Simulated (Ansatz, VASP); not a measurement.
One calculation of MoS2, two programs

The input POSCAR:

```
MoS2
1.0
    1.5965300440      0.9217570506      6.0772314290
   -1.5965300440      0.9217570506      6.0772314290
    0.0000000000     -1.8435141013      6.0772314290
Mo S
1 2
Direct
    0.0000000000      0.0000000000      0.0000000000
    0.2474267342      0.2474267342      0.2474267342
    0.7525732658      0.7525732658      0.7525732658
```

File INCAR.step1:

```
PREC     = Accurate       # precision mode
ENCUT    = 520            # plane-wave cutoff, eV
ISMEAR   = -1             # smearing method
SIGMA    = 0.02           # smearing width, eV
LREAL    = False          # projectors in reciprocal space
LASPH    = True           # aspherical terms in the spheres
NELM     = 100            # most SCF steps
NBANDS   = 20             # bands
GGA      = PE             # functional
ALGO     = Normal         # electronic algorithm
EDIFF    = 1E-4           # SCF threshold, eV
LWAVE    = True           # write WAVECAR
LCHARG   = False          # write CHGCAR
```

File INCAR.step2:

```
PREC     = Accurate       # precision mode
ENCUT    = 520            # plane-wave cutoff, eV
EDIFF    = 1E-7           # SCF threshold, eV
ISMEAR   = -1             # smearing method
SIGMA    = 0.02           # smearing width, eV
LREAL    = False          # projectors in reciprocal space
LASPH    = True           # aspherical terms in the spheres
NELM     = 100            # most SCF steps
ALGO     = Normal         # electronic algorithm
ISIF     = 2              # what is computed and relaxed
LWAVE    = False          # write WAVECAR
LCHARG   = True           # write CHGCAR
METAGGA  = R2SCAN         # meta-GGA
LMIXTAU  = True         
LELF     = True           # ELF
LVHAR    = True         
NBANDS   = 20             # bands
ISTART   = 1
```

The input KPOINTS:

```
regular mesh
0
Gamma
  10 10 10
```

Input for Ansatz:

```yaml
crystal:
  lattice:
    - [1.596530044, 0.9217570506, 6.077231429]
    - [-1.596530044, 0.9217570506, 6.077231429]
    - [0.0, -1.8435141013, 6.077231429]
  atoms:
    - { symbol: Mo, position: [0.0, 0.0, 0.0] }
    - { symbol: S, position: [0.2474267342, 0.2474267342, 0.2474267342] }
    - { symbol: S, position: [0.7525732658, 0.7525732658, 0.7525732658] }
kpoints:
  mp_grid: { grid: [10, 10, 10] }
  band_path:
    path:
      - [0.0, 0.0, 0.0]
      - [0.5, 0.5, 0.5]
      - [0.8179966967, 0.1820033033, 0.5]
      - [0.5, -0.1820033033, 0.1820033033]
      - [0.5, 0.0, 0.0]
      - [0.3410016516, -0.3410016516, 0.0]
      - [0.6589983484, 0.0, 0.3410016516]
      - [0.5, 0.0, 0.5]
      - [0.5, -0.1638029729, 0.1638029729]
    npoints: 1
hamiltonian:
  xc: r2scan
scf:
  occupations: { method: fermi_dirac, width: 0.02 }
  n_extra_bands: 4
output:
  forces: true
  stress: true
  eigenvalues: true
```

Alike in both runs: task single point; functional r2SCAN; k mesh 10 × 10 × 10; occupations fermi-dirac, width 0.02 eV; no spin polarisation.

|  | VASP | Ansatz |
| --- | --- | --- |
| version | VASP 6.6.1 | Ansatz 0.2.0 |
| potentials or method | VASP PAW PBE potentials, release 64 (Mo_sv, S) | plane waves, PAW |
| plane-wave cutoff (eV) | 520 | 500 |
| valence electrons in the cell | 26 | 26 |

VASP gave:

| Property | Result |
| --- | --- |
| pressure (GPa) | 1.2 |
| rms of the force components (eV/Å) | 0.032 |

Task: Which values does Ansatz return?

Result: Pressure (GPa): 1.2; rms of the force components (eV/Å): 0.034.

VASP's potentials were made for PBE, not for r2SCAN. Atom by atom the forces differ by 0.002 eV/Å (rms over components). With one functional, cell and mesh, what is left measures potentials, basis and numerics.
